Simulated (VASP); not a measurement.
Runs of VASP 6.6.1 on Se. The structure is that of space group P6_3/mmc (No. 194), or close to it. The cells are those of the table. This isn't the form of Se at room conditions, which is trigonal, of chains.

| cell | gap on the mesh (eV) | pressure (GPa) |
| --- | --- | --- |
| a = 3.546, b = 3.546, c = 3.695 Å, angles 90.0, 90.0, 120.0°, 2 atoms | none | (b) |
| a = 3.701, b = 3.701, c = 3.856 Å, angles 90.0, 90.0, 120.0°, 2 atoms | none | -0.1 |
| a = 3.797, b = 3.797, c = 3.956 Å, angles 90.0, 90.0, 120.0°, 2 atoms | none | -4.0 |
| a = 3.749, b = 3.749, c = 3.907 Å, angles 90.0, 90.0, 120.0°, 2 atoms | none | (a) |
| a = 3.843, b = 3.843, c = 4.004 Å, angles 90.0, 90.0, 120.0°, 2 atoms | none | -5.4 |
| a = 3.599, b = 3.599, c = 3.750 Å, angles 90.0, 90.0, 120.0°, 2 atoms | none | 6.0 |

Alike in all rows: task single point; level revPBE; potentials or basis VASP PAW PBE potentials, release 64 (Se); no spin polarisation; k mesh 11 × 11 × 9; cutoff (eV) 520; smearing fermi-dirac 0.1 eV.

Q: Estimate the missing entries.

A: (a) -2.3; (b) 10.2.

Caveats: the PAW data sets were made with another functional, which shifts forces and pressure a little; the cell stands under pressure (at least some runs); the cell stands under tension (at least some runs).

A k mesh can miss the band edges, and the runs leave out spin-orbit coupling on Se.

A gap of «none» marks levels without a gap at the run's occupations.
